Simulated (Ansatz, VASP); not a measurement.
## One calculation of Ge, two programs

The input INCAR:

```
PREC     = Accurate       # precision mode
ENCUT    = 520            # plane-wave cutoff, eV
EDIFF    = 1E-6           # SCF threshold, eV
ISMEAR   = 0              # smearing method
SIGMA    = 0.1            # smearing width, eV
LREAL    = False          # projectors in reciprocal space
LASPH    = True           # aspherical terms in the spheres
NELM     = 80             # most SCF steps
ALGO     = Normal         # electronic algorithm
ISIF     = 2              # what is computed and relaxed
LWAVE    = False          # write WAVECAR
LCHARG   = True           # write CHGCAR
GGA      = PE             # functional
LELF     = True           # ELF
LVHAR    = True         
NBANDS   = 21             # bands
```

The input KPOINTS:

```
Automatic mesh
0
Gamma
  14 14 14
```

POSCAR

```
Ge
1.0
    0.0000000000      2.9298702398      2.9298702398
    2.9298702398      0.0000000000      2.9298702398
    2.9298702398      2.9298702398      0.0000000000
Ge
2
Direct
    0.5000000000      0.5000000000      0.5000000000
    0.7500000000      0.7500000000      0.7500000000
```

Input for Ansatz:

```yaml
crystal:
  lattice:
    - [0.0, 2.9298702398, 2.9298702398]
    - [2.9298702398, 0.0, 2.9298702398]
    - [2.9298702398, 2.9298702398, 0.0]
  atoms:
    - { symbol: Ge, position: [0.5, 0.5, 0.5] }
    - { symbol: Ge, position: [0.75, 0.75, 0.75] }
basis:
  ecutwfc: 420
kpoints:
  mp_grid: { grid: [14, 14, 14] }
hamiltonian:
  xc: pbe
scf:
  occupations: { method: gaussian, width: 0.1 }
output:
  forces: true
  stress: true
  eigenvalues: true
```

Alike in both runs: task single point; functional PBE; k mesh 14 × 14 × 14; occupations gaussian, width 0.1 eV; no spin polarisation.

```csv
,VASP,Ansatz
version,VASP 6.6.1,Ansatz 0.2.0
potentials or method,"VASP PAW PBE potentials, release 64 (Ge_d), cutoff 520 eV","scalar-relativistic, plane waves, PAW"
valence electrons in the cell,28,28
```

VASP gave:

| Item | Value |
| --- | --- |
| gap on the k mesh at the Fermi level (eV) | none |
| pressure (GPa) | -2.7 |

Question: Which values does Ansatz return?

Answer: gap on the k mesh at the Fermi level (eV): none; pressure (GPa): -2.6.

A gap of «none» marks a metal or a gap that the smearing closes.
